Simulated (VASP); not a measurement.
**O: single point with PBE**

Crystal: O.

```xyz
2
Lattice="2.8514 -1.6624 0.0000 2.8514 1.6624 0.0000 -2.3945 0.0000 3.6471" Properties=species:S:1:pos:R:3 pbc="T T T"
O    -0.2274    0.0000    0.5674
O     3.5357    0.0000    3.0797
```

```
Program                : VASP 6.6.1
Task                   : single point
Functional             : PBE
Potentials or basis    : VASP PAW PBE potentials, release 64 (O)
Cutoff                 : 520 eV
k mesh                 : 10 × 10 × 8
Occupations            : fermi-dirac, width 0.05 eV
Spin                   : collinear spin, ferromagnetic start
Starting moments       : [0.7, 0.7] μB
Fixed moment           : 1.4 μB
Dipole correction      : no
Further INCAR settings : ALGO = Normal; EDIFF = 1e-06; NBANDS = 17
```

```json
{"Pressure": "1.0 GPa", "Largest force": "0.748 eV/Å", "Net moment": "1.40 μB per cell", "Site moments": "O +0.57 μB", "Valence electrons inside the program's atomic spheres": "O 4.90"}
```

Forces on the atoms (eV/Å):
```
O   -0.227  0.000  0.713
O    0.227  0.000 -0.713
```

Stress tensor (GPa, compression positive):
```
 1.35  0.00 -1.09
 0.00 -1.91  0.00
-1.09  0.00  3.65
```

Wall time 98 s on 1 thread of Intel(R) Xeon(R) 6975P-C (Granite Rapids) (shared host), peak memory 0.29 GiB.

Caveat: the standard files for N, O and F lose accuracy on very short bonds; this functional lacks dispersion, which holds the molecules together, so the pressure and a relaxed volume are unreliable; the total moment is fixed, so each spin has its own Fermi level.
